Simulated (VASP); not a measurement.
# SiC (P1) in VASP: single point with r2SCAN

Aim: the single point of SiC with r2SCAN.

Everything below comes from runs of VASP 6.6.1. Logs are shortened: lines on timing, memory, paths and dates and some standing lists are left out, and cuts for length are marked.

**1. The cell of the first run**

The typed cell holds 8 atoms: a = 3.078 Å, b = 3.078 Å, c = 10.081 Å, α = 89.13°, β = 88.25°, γ = 60.00°.

**2. Single point, r2SCAN**

Input file POSCAR:

```
SiC
1.0
   -1.5387796673     -2.6652445653      0.0000000000
    1.5387796672     -2.6652445654      0.0000000000
   -0.1538779667     -0.2665244565     10.0767691650
Si C
4 4
Direct
    0.2739295714      0.3333333333      0.5940376193
    0.6572629047      0.6666666667      0.0940376193
   -0.0344093182      0.0000000000      0.3440931819
   -0.0844093182      0.0000000000      0.8440931819
    0.2927329329      0.3333333333      0.4060040042
    0.5760662662      0.6666666667      0.9060040042
    0.9843335805      0.0000000000      0.1566641945
    0.9343335806      0.0000000000      0.6566641945
```

Input file INCAR.step1:

```
PREC = Accurate
ENCUT = 520
ISMEAR = 0
SIGMA = 0.05
LREAL = F
LASPH = T
NELM = 60
NBANDS = 26
GGA = PE
ALGO = Normal
EDIFF = 1E-4
LWAVE = T
LCHARG = F
```

Input file INCAR.step2:

```
PREC = Accurate
ENCUT = 520
EDIFF = 1E-6
ISMEAR = 0
SIGMA = 0.05
LREAL = F
LASPH = T
NELM = 60
ALGO = Normal
ISIF = 2
LWAVE = F
LCHARG = F
METAGGA = R2SCAN
LMIXTAU = T
NBANDS = 26
ISTART = 1
```

Input file KPOINTS:

```
regular mesh
0
Gamma
  8 8 3
```

Potentials or basis: VASP PAW PBE potentials, release 64 (Si, C).

The run is started by

```bash
$ cat potpaw_PBE.64/Si/POTCAR potpaw_PBE.64/C/POTCAR > POTCAR
$ cp INCAR.step1 INCAR
$ mpirun -np 1 vasp_std > vasp.out
$ cp INCAR.step2 INCAR
$ mpirun -np 1 vasp_std > vasp.out
```

OUTCAR:

```text
PREC = Accurate
   ENCUT = 520
   EDIFF = 1E-6
   ISMEAR = 0
   LREAL = F
   LASPH = T
   NELM = 60
   ISIF = 2
   METAGGA = R2SCAN
   ISTART = 1

 ion  position               nearest neighbor table
   1  0.274  0.333  0.594-   8 1.89   8 1.89   8 1.89   5 1.89   3 3.08   3 3.08   3 3.08   4 3.08
                             4 3.08   4 3.08
   2  0.657  0.667  0.094-   7 1.89   7 1.89   7 1.89   6 1.92   4 2.94   3 3.08   3 3.08   3 3.08
                             4 3.10
   3  0.966  0.000  0.344-   5 1.88   5 1.88   5 1.88   7 1.89   1 3.08   1 3.08   1 3.08   2 3.08
                             2 3.08   2 3.08
   4  0.916  0.000  0.844-   6 1.88   6 1.88   6 1.88   8 1.89   2 2.94   1 3.08   1 3.08   1 3.08
                             2 3.10
   5  0.293  0.333  0.406-   3 1.88   3 1.88   3 1.88   1 1.89
   6  0.576  0.667  0.906-   4 1.88   4 1.88   4 1.88   2 1.92
   7  0.984  0.000  0.157-   2 1.89   2 1.89   2 1.89   3 1.89
   8  0.934  0.000  0.657-   1 1.89   1 1.89   1 1.89   4 1.89

  LATTYP: Found a base centered monoclinic cell.
 ALAT       =     3.0775593345
 B/A-ratio  =     1.7320508076
 C/A-ratio  =     3.2757996130
 COS(beta)  =    -0.0305268978

  Lattice vectors:

 A1 = (   3.0775593345,  -0.0000000001,   0.0000000000)
 A2 = (  -1.5387796672,   2.6652445654,   0.0000000000)
 A3 = (  -0.1538779667,  -0.2665244565,  10.0767691650)

Analysis of symmetry for initial positions (statically):
=====================================================================
 Subroutine PRICEL returns:
 Original cell was already a primitive cell.

 Routine SETGRP: Setting up the symmetry group for a
 base centered monoclinic supercell.

 Subroutine GETGRP returns: Found  1 space group operations
 (whereof  1 operations were pure point group operations)
 out of a pool of  4 trial point group operations.

The static configuration has the point symmetry C_1 .

Analysis of symmetry for dynamics (positions and initial velocities):
=====================================================================
 Subroutine PRICEL returns:
 Original cell was already a primitive cell.

 Routine SETGRP: Setting up the symmetry group for a
 base centered monoclinic supercell.

 Subroutine GETGRP returns: Found  1 space group operations
 (whereof  1 operations were pure point group operations)
 out of a pool of  4 trial point group operations.

The dynamic configuration has the point symmetry C_1 .

 Subroutine INISYM returns: Found  1 space group operations
 (whereof  1 operations are pure point group operations),
 and found     1 'primitive' translations

----------------------------------------------------------------------------------------

                                     Primitive cell

  volume of cell :      82.6542

  direct lattice vectors                    reciprocal lattice vectors
    -1.538779667 -2.665244565  0.000000000    -0.324932809 -0.187600045 -0.009923816
     1.538779667 -2.665244565  0.000000000     0.324932809 -0.187600045 -0.000000000
    -0.153877967 -0.266524457 10.076769165     0.000000000  0.000000000  0.099238157

  length of vectors
     3.077559334  3.077559335 10.081467677     0.375331306  0.375200090  0.099238157

  position of ions in fractional coordinates (direct lattice)
     0.273929571  0.333333333  0.594037619
     0.657262905  0.666666667  0.094037619
     0.965590682  1.000000000  0.344093182
     0.915590682  1.000000000  0.844093182
     0.292732933  0.333333333  0.406004004
     0.576066266  0.666666667  0.906004004
     0.984333580  1.000000000  0.156664195
     0.934333581  1.000000000  0.656664195

  ion indices of the primitive-cell ions
   primitive index   ion index
                 1           1
                 2           2
                 3           3
                 4           4
                 5           5
                 6           6
                 7           7
                 8           8

----------------------------------------------------------------------------------------

 KPOINTS: regular mesh

Automatic generation of k-mesh.
 Grid dimensions read from file:
 generate k-points for:    8    8    3

 Generating k-lattice:

  Cartesian coordinates                     Fractional coordinates (reciprocal lattice)
    -0.040616601 -0.023450006 -0.001240477     0.125000000 -0.000000000  0.000000000
     0.040616601 -0.023450006 -0.000000000    -0.000000000  0.125000000 -0.000000000
     0.000000000  0.000000000  0.033079386     0.000000000  0.000000000  0.333333333

  Length of vectors
     0.046916413  0.046900011  0.033079386

  Shift w.r.t. Gamma in fractional coordinates (k-lattice)
     0.000000000  0.000000000  0.000000000

 Subroutine IBZKPT returns following result:
 ===========================================

 Found     98 irreducible k-points:

 Following reciprocal coordinates:
            Coordinates               Weight
  0.000000  0.000000  0.000000      1.000000
  0.125000  0.000000  0.000000      2.000000
 -0.125000 -0.125000 -0.000000      2.000000
  0.250000  0.000000  0.000000      2.000000
 -0.250000 -0.250000 -0.000000      2.000000
  0.375000  0.000000  0.000000      2.000000
[... 16 lines left out ...]
  0.500000  0.250000 -0.000000      2.000000
 -0.375000  0.250000  0.000000      2.000000
 [... further k-points ...]
   k-points           NKPTS =     98   k-points in BZ     NKDIM =     98   number of bands    NBANDS=     26
   number of dos      NEDOS =    301   number of ions     NIONS =      8
   total plane-waves  NPLWV =  46080
   dimension x,y,z NGX =    24 NGY =   24 NGZ =   80
   dimension x,y,z NGXF=    48 NGYF=   48 NGZF=  160
   ions per type =               4   4
   NGX,Y,Z   is equivalent  to a cutoff of  12.96, 12.96, 13.19 a.u.
   NGXF,Y,Z  is equivalent  to a cutoff of  25.93, 25.93, 26.38 a.u.
 SYSTEM =  unknown system
   PREC   = accura    normal or accurate (medium, high low for compatibility)
   ISTART =      1    job   : 0-new  1-cont  2-samecut
   ICHARG =      0    charge: 1-file 2-atom 10-const
   ISPIN  =      1    spin polarized calculation?
   LNONCOLLINEAR =      F non collinear calculations
   LSORBIT =      F    spin-orbit coupling
   LASPH  =      T    aspherical Exc in radial PAW
   ENCUT  =  520.0 eV  38.22 Ry    6.18 a.u.   5.72  5.72 18.74*2*pi/ulx,y,z
   NELM   =     60;   NELMIN=  2; NELMDL=  0     # of ELM steps
   EDIFF  = 0.1E-05   stopping-criterion for ELM
   LREAL  =      F    real-space projection
   EDIFFG = 0.1E-04   stopping-criterion for IOM
   NSW    =      0    number of steps for IOM
   IBRION =     -1    ionic relax: 0-MD 1-quasi-New 2-CG
   NFREE  =      0    steps in history (QN), initial steepest desc. (CG)
   ISIF   =      2    stress and relaxation
   ISYM   =      2    0-nonsym 1-usesym 2-fastsym
   POTIM  = 0.5000    time-step for ionic-motion
   TEBEG  =    0.0;   TEEND  =   0.0 temperature during run
   PSTRESS=    0.0 pullay stress
   NELECT =      32.0000    total number of electrons
   NUPDOWN=      -1.0000    fix difference up-down
   EMIN   =  10.00;   EMAX   =-10.00  energy-range for DOS
   EFERMI =   0.00;   METHOD = LEGACY
   ISMEAR =     0;   SIGMA  =   0.05  broadening in eV -4-tet -1-fermi 0-gaus
   EFERMI_NEDOS =   21; number of points for ismear=-14 and -15
   IALGO  =     38    algorithm
   IMIX   =      4    mixing-type and parameters
     AMIX     =   0.40;   BMIX     =  1.00
     AMIX_MAG =   1.60;   BMIX_MAG =  1.00
  volume/ion in A,a.u.               =      10.33        69.72
  Fermi-wavevector in a.u.,A,eV,Ry     =   1.193172  2.254769 19.370077  1.423661
  Thomas-Fermi vector in A             =   2.329193
   LORBIT       =      0    0 simple, 1 ext, 2 COOP (PROOUT), +10 PAW based schemes
   METAGGA = R2SCAN    functional components
   LHFCALC =     F    Hartree Fock is set to
   AEXX    =    0.0000 exact exchange contribution
   IVDW    =     0    specifies the selected vdW correction
   LEPSILON=     F    determine dielectric tensor
   LRPA    =     F    only Hartree local field effects (RPA)
 non-spin polarized calculation
 Gauss-broadening in eV      SIGMA  =   0.05
  energy-cutoff  :      520.00
  volume of cell :       82.65
 maximum number of plane-waves:      2241
   NGX = 11   NGY = 11   NGZ = 37

 number of electron      32.0000001 magnetization

 Free energy of the ion-electron system (eV)
  ---------------------------------------------------
  ext. energy  EPLUGINS =         0.00000000
  ---------------------------------------------------
  free energy    TOTEN  =       -77.15200991 eV

  energy without entropy =      -77.15200991  energy(sigma->0) =      -77.15200991

 E-fermi :   8.4937     XC(G=0): -11.9410

 val. band max:        8.2459210845   @ k =   0.0000   0.0000   0.0000
 cond. band min:      10.4354101169   @ k =   0.5000   0.5000   0.0000
 fundamental gap:      2.1894890324
 Fermi energy:         8.4936890256

 k-point     1 :       0.0000    0.0000    0.0000
  band No.  band energies     occupation
      1      -8.1982      2.00000
      2      -6.9834      2.00000
      3      -6.9386      2.00000
      4      -4.5693      2.00000
      5      -0.8218      2.00000
      6       3.4970      2.00000
[... 18 lines left out ...]
     25      16.0222      0.00000
     26      16.5344      0.00000

 k-point     2 :       0.1250    0.0000    0.0000
  band No.  band energies     occupation
      1      -7.9171      2.00000
      2      -6.7264      2.00000
      3      -6.6533      2.00000
      4      -4.3384      2.00000
      5      -0.5631      2.00000
      6       3.5376      2.00000
[... 18 lines left out ...]
     25      16.4118      0.00000
     26      16.5993      0.00000

 k-point     3 :      -0.1250   -0.1250   -0.0000
  band No.  band energies     occupation
      1      -7.9171      2.00000
      2      -6.7264      2.00000
      3      -6.6528      2.00000
      4      -4.3360      2.00000
      5      -0.5645      2.00000
      6       3.5409      2.00000
[... 572 lines left out ...]
 k-point    23 :       0.5000    0.2500   -0.0000
  band No.  band energies     occupation
      1      -5.0973      2.00000
      2      -4.2290      2.00000
      3      -4.0402      2.00000
      4      -2.8760      2.00000
      5       0.4953      2.00000
      6       0.7014      2.00000
[... 18 lines left out ...]
     25      17.7821      0.00000
     26      17.9742      0.00000

 k-point    24 :      -0.3750    0.2500    0.0000
  band No.  band energies     occupation
      1      -3.9935      2.00000
      2      -3.6219      2.00000
      3      -3.5063      2.00000
      4      -3.1929      2.00000
      5      -0.0635      2.00000
      6       0.2424      2.00000
[... 18 lines left out ...]
     25      18.1128      0.00000
     26      18.5812      0.00000

 [... further k-points ...]
[... 5 lines left out ...]
  --------------------------------------------------------------------------------------
  -------------------------------------------------------------------------------------
  Total        0.1799607     -0.6577775     -0.0935269      0.0076575      2.0710198      1.3286017
  in kB        3.4883777    -12.7504281     -1.8129349      0.1484337     40.1448663     25.7537565
  external PRESSURE =      -3.6916618 kB  Pullay stress =       0.0000000 kB

 VOLUME and BASIS-vectors are now :
 -----------------------------------------------------------------------------
  energy-cutoff  :      520.00
  volume of cell :       82.65
      direct lattice vectors                 reciprocal lattice vectors
    -1.538779667 -2.665244565  0.000000000    -0.324932809 -0.187600045 -0.009923816
     1.538779667 -2.665244565  0.000000000     0.324932809 -0.187600045 -0.000000000
    -0.153877967 -0.266524457 10.076769165     0.000000000  0.000000000  0.099238157

 POSITION                                       TOTAL-FORCE (eV/Angst)
 -----------------------------------------------------------------------------------
     -0.00000     -1.77683      5.98598         0.013603      0.021025      0.017594
      0.00000     -3.55366      0.94760         0.411344      0.800970     -0.123468
     -1.53878     -2.66524      3.46735         0.049221      0.057758      0.031627
     -1.53878     -2.66524      8.50573        -0.010827     -0.108882     -0.045734
     -0.00000     -1.77683      4.09121         0.002814      0.005195     -0.014912
      0.00000     -3.55366      9.12959        -0.469951     -0.679726      0.136433
     -1.53878     -2.66524      1.57867         0.047482     -0.032633      0.023902
     -1.53878     -2.66524      6.61705        -0.043686     -0.063708     -0.025443
 -----------------------------------------------------------------------------------
    total drift:                                0.000137      0.000201     -0.000635

  FREE ENERGIE OF THE ION-ELECTRON SYSTEM (eV)
  ---------------------------------------------------
  free  energy   TOTEN  =       -77.1520099081 eV

  energy  without entropy=      -77.1520099081  energy(sigma->0) =      -77.15200991
```

It took 9.4 min on 1 thread of AMD EPYC 7R43 (Zen 3), shared host; peak memory 0.27 GiB.

What came out:

```
Free energy            : -77.1520 eV
Pressure               : -0.4 GPa
Largest force          : 0.909 eV/Å
Band gap on the k mesh : 2.19 eV, indirect (least direct gap 3.50 eV)
```

Forces in eV/Å, atoms in the order of the input:
```
Si   0.014  0.021  0.018
Si   0.411  0.801 -0.123
Si   0.049  0.058  0.032
Si  -0.011 -0.109 -0.046
C    0.003  0.005 -0.015
C   -0.470 -0.680  0.136
C    0.047 -0.033  0.024
C   -0.044 -0.064 -0.025
```

Levels at points of the mesh, in eV from the valence-band top:
```tsv
k point	band 14	band 15	band 16	band 17	band 18	band 19
(0.00, 0.00, 0.00)	-0.32	-0.19	0.00	5.51	6.07	6.50
(0.50, 0.00, 0.00)	-2.51	-1.77	-1.36	2.48	2.64	4.47
(0.50, 0.50, 0.00)	-2.58	-1.68	-1.31	2.19	2.66	4.63
(0.00, 0.50, 0.00)	-2.49	-1.82	-1.30	2.44	2.62	4.54
```

Caveat: the PAW data sets were made with another functional, which shifts forces and pressure a little. A k mesh can miss the band edges.
